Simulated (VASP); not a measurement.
# PbO (P1) in VASP: single point with PBE

Aim: the single point of PbO with PBE.

Program: VASP 6.6.1. These are calculated values, not measurements. Logs are shortened: lines on timing, memory, paths and dates and some standing lists are left out, and cuts for length are marked.

### Step 1. The cell of the first run

The typed cell holds 4 atoms: a = 4.093 Å, b = 4.090 Å, c = 5.616 Å, α = 90.73°, β = 89.99°, γ = 89.07°.

### Step 2. Single point, PBE (atoms moved at random and the cell strained at random)

INCAR

```
PREC = Accurate
ENCUT = 520
EDIFF = 1E-7
ISMEAR = 0
SIGMA = 0.05
LREAL = False
LASPH = True
NELM = 80
ALGO = Normal
ISIF = 2
LWAVE = False
LCHARG = False
GGA = PE
NBANDS = 28
```

KPOINTS

```
regular mesh
0
Gamma
  8 8 6
```

POSCAR

```
PbO
1.0
    4.0925140779      0.0333772777      0.0006170725
    0.0333772777      4.0897459506     -0.0259275363
    0.0008513567     -0.0357714537      5.6154613341
Pb O
2 2
Direct
    0.5097908820      0.0169530023      0.2119926876
   -0.0170428836      0.5035983396      0.7838295382
   -0.0161766502      0.0161876857     -0.0143124164
    0.5234286519      0.4632609724      0.0184901907
```

Potentials or basis: VASP PAW PBE potentials, release 64 (Pb_d, O).

Launch:

```sh
$ cat potpaw_PBE.64/Pb_d/POTCAR potpaw_PBE.64/O/POTCAR > POTCAR
$ mpirun -np 1 vasp_std > vasp.out
```

OUTCAR:

```text
PREC = Accurate
   ENCUT = 520
   EDIFF = 1E-7
   ISMEAR = 0
   LREAL = False
   LASPH = True
   NELM = 80
   ISIF = 2
   GGA = PE

 ion  position               nearest neighbor table
   1  0.510  0.017  0.212-   4 2.14   3 2.32   4 2.50   3 2.50   2 3.70   2 3.71   2 3.79   2 3.85

   2  0.983  0.504  0.784-   4 2.31   3 2.31   3 2.37   4 2.58   1 3.70   1 3.71   1 3.79   1 3.85

   3  0.984  0.016  0.986-   2 2.31   1 2.32   2 2.37   1 2.50
   4  0.523  0.463  0.018-   1 2.14   2 2.31   1 2.50   2 2.58

  LATTYP: Found a triclinic cell.
 ALAT       =     5.7385906797
 B/A-ratio  =     0.7127123292
 C/A-ratio  =     1.2110170461
 COS(alpha) =     0.0006606281
 COS(beta)  =     0.4206143955
 COS(gamma) =     0.7010771259

  Lattice vectors:

 A1 = (  -4.0591368002,   4.0563686729,  -0.0265446088)
 A2 = (   0.0333772777,   4.0897459506,  -0.0259275363)
 A3 = (  -4.0933654346,   0.0023941760,  -5.6160784066)

Analysis of symmetry for initial positions (statically):
=====================================================================
 Subroutine PRICEL returns:
 Original cell was already a primitive cell.

 Routine SETGRP: Setting up the symmetry group for a
 triclinic supercell.

 Subroutine GETGRP returns: Found  1 space group operations
 (whereof  1 operations were pure point group operations)
 out of a pool of  2 trial point group operations.

The static configuration has the point symmetry C_1 .

Analysis of symmetry for dynamics (positions and initial velocities):
=====================================================================
 Subroutine PRICEL returns:
 Original cell was already a primitive cell.

 Routine SETGRP: Setting up the symmetry group for a
 triclinic supercell.

 Subroutine GETGRP returns: Found  1 space group operations
 (whereof  1 operations were pure point group operations)
 out of a pool of  2 trial point group operations.

The dynamic configuration has the point symmetry C_1 .

 Subroutine INISYM returns: Found  1 space group operations
 (whereof  1 operations are pure point group operations),
 and found     1 'primitive' translations

----------------------------------------------------------------------------------------

                                     Primitive cell

  volume of cell :      93.9778

  direct lattice vectors                    reciprocal lattice vectors
     4.092514078  0.033377278  0.000617073     0.244364854 -0.001994628 -0.000049754
     0.033377278  4.089745951 -0.025927536    -0.001994628  0.244540122  0.001558065
     0.000851357 -0.035771454  5.615461334    -0.000036062  0.001129302  0.178086958

  length of vectors
     4.092650230  4.089964330  5.615575333     0.244373000  0.244553220  0.178090542

  position of ions in fractional coordinates (direct lattice)
     0.509790882  0.016953002  0.211992688
     0.982957116  0.503598340  0.783829538
     0.983823350  0.016187686  0.985687584
     0.523428652  0.463260972  0.018490191

  ion indices of the primitive-cell ions
   primitive index   ion index
                 1           1
                 2           2
                 3           3
                 4           4

----------------------------------------------------------------------------------------

 KPOINTS: regular mesh

Automatic generation of k-mesh.
 Grid dimensions read from file:
 generate k-points for:    8    8    6

 Generating k-lattice:

  Cartesian coordinates                     Fractional coordinates (reciprocal lattice)
     0.030545607 -0.000249329 -0.000006219     0.125000000  0.000000000 -0.000000000
    -0.000249329  0.030567515  0.000194758    -0.000000000  0.125000000  0.000000000
    -0.000006010  0.000188217  0.029681160     0.000000000  0.000000000  0.166666667

  Length of vectors
     0.030546625  0.030569152  0.029681757

  Shift w.r.t. Gamma in fractional coordinates (k-lattice)
     0.000000000  0.000000000  0.000000000

 Subroutine IBZKPT returns following result:
 ===========================================

 Found    196 irreducible k-points:

 Following reciprocal coordinates:
            Coordinates               Weight
  0.000000  0.000000  0.000000      1.000000
  0.125000  0.000000  0.000000      2.000000
  0.250000  0.000000  0.000000      2.000000
  0.375000 -0.000000  0.000000      2.000000
  0.500000  0.000000  0.000000      1.000000
  0.000000  0.125000 -0.000000      2.000000
[... 16 lines left out ...]
  0.125000  0.375000 -0.000000      2.000000
  0.250000  0.375000 -0.000000      2.000000
 [... further k-points ...]
   k-points           NKPTS =    196   k-points in BZ     NKDIM =    196   number of bands    NBANDS=     28
   number of dos      NEDOS =    301   number of ions     NIONS =      4
   total plane-waves  NPLWV =  37800
   dimension x,y,z NGX =    30 NGY =   30 NGZ =   42
   dimension x,y,z NGXF=    60 NGYF=   60 NGZF=   84
   ions per type =               2   2
   NGX,Y,Z   is equivalent  to a cutoff of  12.19, 12.19, 12.43 a.u.
   NGXF,Y,Z  is equivalent  to a cutoff of  24.37, 24.39, 24.87 a.u.
 SYSTEM =  unknown system
   PREC   = accura    normal or accurate (medium, high low for compatibility)
   ISTART =      0    job   : 0-new  1-cont  2-samecut
   ICHARG =      2    charge: 1-file 2-atom 10-const
   ISPIN  =      1    spin polarized calculation?
   LNONCOLLINEAR =      F non collinear calculations
   LSORBIT =      F    spin-orbit coupling
   LASPH  =      T    aspherical Exc in radial PAW
   ENCUT  =  520.0 eV  38.22 Ry    6.18 a.u.   7.61  7.60 10.44*2*pi/ulx,y,z
   NELM   =     80;   NELMIN=  2; NELMDL= -5     # of ELM steps
   EDIFF  = 0.1E-06   stopping-criterion for ELM
   LREAL  =      F    real-space projection
   EDIFFG = 0.1E-05   stopping-criterion for IOM
   NSW    =      0    number of steps for IOM
   IBRION =     -1    ionic relax: 0-MD 1-quasi-New 2-CG
   NFREE  =      0    steps in history (QN), initial steepest desc. (CG)
   ISIF   =      2    stress and relaxation
   ISYM   =      2    0-nonsym 1-usesym 2-fastsym
   POTIM  = 0.5000    time-step for ionic-motion
   TEBEG  =    0.0;   TEEND  =   0.0 temperature during run
   PSTRESS=    0.0 pullay stress
   NELECT =      40.0000    total number of electrons
   NUPDOWN=      -1.0000    fix difference up-down
   EMIN   =  10.00;   EMAX   =-10.00  energy-range for DOS
   EFERMI =   0.00;   METHOD = LEGACY
   ISMEAR =     0;   SIGMA  =   0.05  broadening in eV -4-tet -1-fermi 0-gaus
   EFERMI_NEDOS =   21; number of points for ismear=-14 and -15
   IALGO  =     38    algorithm
   IMIX   =      4    mixing-type and parameters
     AMIX     =   0.40;   BMIX     =  1.00
     AMIX_MAG =   1.60;   BMIX_MAG =  1.00
  volume/ion in A,a.u.               =      23.49       158.55
  Fermi-wavevector in a.u.,A,eV,Ry     =   1.231458  2.327119 20.633089  1.516489
  Thomas-Fermi vector in A             =   2.366267
   LORBIT       =      0    0 simple, 1 ext, 2 COOP (PROOUT), +10 PAW based schemes
   GGA     = PE    functional components
   LHFCALC =     F    Hartree Fock is set to
   AEXX    =    0.0000 exact exchange contribution
   IVDW    =     0    specifies the selected vdW correction
   LEPSILON=     F    determine dielectric tensor
   LRPA    =     F    only Hartree local field effects (RPA)
 non-spin polarized calculation
 Gauss-broadening in eV      SIGMA  =   0.05
  energy-cutoff  :      520.00
  volume of cell :       93.98
 maximum number of plane-waves:      2550
   NGX = 15   NGY = 15   NGZ = 21

 number of electron      40.0000001 magnetization

 Free energy of the ion-electron system (eV)
  ---------------------------------------------------
  ext. energy  EPLUGINS =         0.00000000
  ---------------------------------------------------
  free energy    TOTEN  =       -21.21793269 eV

  energy without entropy =      -21.21793269  energy(sigma->0) =      -21.21793269

 E-fermi :   3.7610     XC(G=0):  -8.8933

 val. band max:        3.4651651924   @ k =   0.1250   0.0000   0.0000
 cond. band min:       5.2290671932   @ k =   0.5000   0.5000  -0.0000
 fundamental gap:      1.7639020008
 Fermi energy:         3.7609776826

 k-point     1 :       0.0000    0.0000    0.0000
  band No.  band energies     occupation
      1     -14.4110      2.00000
      2     -13.9233      2.00000
      3     -12.3625      2.00000
      4     -12.3310      2.00000
      5     -12.3036      2.00000
      6     -12.2706      2.00000
[... 20 lines left out ...]
     27      11.2274      0.00000
     28      11.9721      0.00000

 k-point     2 :       0.1250    0.0000    0.0000
  band No.  band energies     occupation
      1     -14.3945      2.00000
      2     -13.9313      2.00000
      3     -12.3584      2.00000
      4     -12.3265      2.00000
      5     -12.3028      2.00000
      6     -12.2642      2.00000
[... 20 lines left out ...]
     27      11.6225      0.00000
     28      12.6500      0.00000

 k-point     3 :       0.2500    0.0000    0.0000
  band No.  band energies     occupation
      1     -14.3535      2.00000
      2     -13.9533      2.00000
      3     -12.3477      2.00000
      4     -12.3206      2.00000
      5     -12.2899      2.00000
      6     -12.2626      2.00000
[... 20 lines left out ...]
     27      11.9215      0.00000
     28      14.0192      0.00000

 k-point     4 :       0.3750   -0.0000    0.0000
  band No.  band energies     occupation
      1     -14.3099      2.00000
      2     -13.9803      2.00000
      3     -12.3357      2.00000
      4     -12.3174      2.00000
      5     -12.2750      2.00000
      6     -12.2636      2.00000
[... 578 lines left out ...]
     27      12.1611      0.00000
     28      14.0409      0.00000

 k-point    23 :       0.1250    0.3750   -0.0000
  band No.  band energies     occupation
      1     -14.2659      2.00000
      2     -13.9213      2.00000
      3     -12.3434      2.00000
      4     -12.3252      2.00000
      5     -12.2868      2.00000
      6     -12.2435      2.00000
[... 20 lines left out ...]
     27      12.4142      0.00000
     28      13.0272      0.00000

 k-point    24 :       0.2500    0.3750   -0.0000
  band No.  band energies     occupation
      1     -14.2503      2.00000
      2     -13.9334      2.00000
      3     -12.3245      2.00000
      4     -12.3166      2.00000
      5     -12.2766      2.00000
      6     -12.2340      2.00000
[... 20 lines left out ...]
     27      11.6948      0.00000
     28      12.1439      0.00000

 [... further k-points ...]
[... 5 lines left out ...]
  --------------------------------------------------------------------------------------
  -------------------------------------------------------------------------------------
  Total       -1.0317194      1.5933945     -0.1821952     -0.8402184     -0.9232467     -0.6944084
  in kB      -17.5892238     27.1649191     -3.1061477    -14.3244273    -15.7399321    -11.8385926
  external PRESSURE =       2.1565159 kB  Pullay stress =       0.0000000 kB

 VOLUME and BASIS-vectors are now :
 -----------------------------------------------------------------------------
  energy-cutoff  :      520.00
  volume of cell :       93.98
      direct lattice vectors                 reciprocal lattice vectors
     4.092514078  0.033377278  0.000617073     0.244364854 -0.001994628 -0.000049754
     0.033377278  4.089745951 -0.025927536    -0.001994628  0.244540122  0.001558065
     0.000851357 -0.035771454  5.615461334    -0.000036062  0.001129302  0.178086958

 POSITION                                       TOTAL-FORCE (eV/Angst)
 -----------------------------------------------------------------------------------
      2.08707      0.07877      1.19031        -0.229679     -0.921534      0.347014
      4.04024      2.06436      4.38911         0.235636      0.025801      0.338969
      4.02769      0.06378      5.53528         0.625434     -0.830503      0.284549
      2.15762      1.91143      0.09214        -0.631391      1.726236     -0.970532
 -----------------------------------------------------------------------------------
    total drift:                                0.000157      0.000384      0.000317

  FREE ENERGIE OF THE ION-ELECTRON SYSTEM (eV)
  ---------------------------------------------------
  free  energy   TOTEN  =       -21.2179326880 eV

  energy  without entropy=      -21.2179326880  energy(sigma->0) =      -21.21793269
```

Wall time 6.8 min (1 thread of Intel Xeon Platinum 8259CL at 2.50GHz (Skylake/Cascade Lake), shared host); peak memory 0.5 GiB.

Results:

```yaml
Free_energy: -21.2179 eV
Pressure: 0.2 GPa
Largest_force: 2.079 eV/Å
Band_gap_on_the_k_mesh: 1.76 eV, indirect (least direct gap 1.91 eV)
```

Forces in eV/Å, atoms in the order of the input:
```
Pb  -0.230 -0.922  0.347
Pb   0.236  0.026  0.339
O    0.625 -0.831  0.285
O   -0.631  1.726 -0.971
```

Caveat: the cell differs from its parent crystal (atoms moved at random and the cell strained at random); spin-orbit coupling is left out, which moves the levels of the heavy elements; forces of over 1 eV/Å act on the atoms, so gaps and moduli don't describe the material at rest.
